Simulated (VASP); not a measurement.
## Sr: electric field gradients with PBE

Sr:

```
Sr
1.0
     4.26962    0.00000    0.00000
    -2.13481    3.69760    0.00000
     0.00000    0.00000    6.99868
Sr
2
Direct
  0.33333 0.66667 0.25000
  0.66667 0.33333 0.75000
```

```
Program                : VASP 6.6.1
Task                   : electric field gradients
Functional             : PBE
Potentials or basis    : VASP PAW PBE potentials, release 64 (Sr_sv)
Cutoff                 : 520 eV
k mesh                 : 11 × 11 × 6
Occupations            : fermi-dirac, width 0.08 eV
Spin                   : no spin polarisation
Dipole correction      : no
Further INCAR settings : ALGO = Normal; EDIFF = 1e-08; NBANDS = 17
```

- Pressure: 0.0 GPa
- Band gap on the k mesh: zero (band 10 reaches 1.68 eV, above the bottom of band 11 at 1.57 eV)

Levels at points of the mesh, in eV from the Fermi level:
| k point | band 8 | band 9 | band 10 | band 11 | band 12 | band 13 |
| --- | --- | --- | --- | --- | --- | --- |
| (0.00, 0.00, 0.00) | -18.51 | -3.64 | -1.14 | 0.05 | 2.29 | 2.30 |
| (0.00, 0.00, 0.50) | -18.52 | -2.71 | -2.71 | 1.27 | 1.27 | 2.30 |

Electric field gradients, principal values (V/Å²):
```csv
atom,least,middle,greatest (by size)
1 Sr,1.950,1.950,-3.900
2 Sr,1.950,1.950,-3.900
```

Run time: 43 s on 1 thread of Intel(R) Xeon(R) 6975P-C (Granite Rapids), with other jobs on the host, peak memory 0.27 GiB.

Caveat: without QUAD_EFG the Cq values of the log hold for a quadrupole moment of 1 mb, not for the nuclei.
